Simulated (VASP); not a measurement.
The system is SrO.

```
Sr O
1.0
     0.00000    2.59737    2.59737
     2.59737    0.00000    2.59737
     2.59737    2.59737    0.00000
Sr O
1 1
Direct
  0.50000 0.50000 0.50000
  0.00000 0.00000 0.00000
```

```yaml
Program: VASP 6.6.1
Task: relaxation of cell and atoms
Functional: PBE
Dispersion: D3(BJ)
Potentials_or_basis: VASP PAW PBE potentials, release 64 (Sr_sv, O)
Cutoff: 600 eV
k_mesh: 8 × 8 × 8
Occupations: gaussian, width 0.02 eV
Spin: no spin polarisation
```

At the start: pressure -1.8 GPa; volume 17.52 Å³/atom.

**Question.** Where does the relaxation end?

**Answer.** Over 3 steps the energy falls by 2.1 meV/atom and the volume is 17.15 Å³/atom (-2.1 %); space group Fm-3m (No. 225, to 0.05 Å).

Step by step:
```
step  energy change (eV)  largest force (eV/Å)  pressure (GPa)  volume (Å³)
   1              0.0000                0.0000           -1.82        35.05
   2             -0.0037                0.0000            0.70        34.05
   3             -0.0043                0.0000            0.00        34.31
```

Final structure:
```
Sr O
1.0
     0.00000    2.57900    2.57900
     2.57900    0.00000    2.57900
     2.57900    2.57900    0.00000
Sr O
1 1
Cartesian
  2.5790 2.5790 2.5790
  0.0000 0.0000 0.0000
```
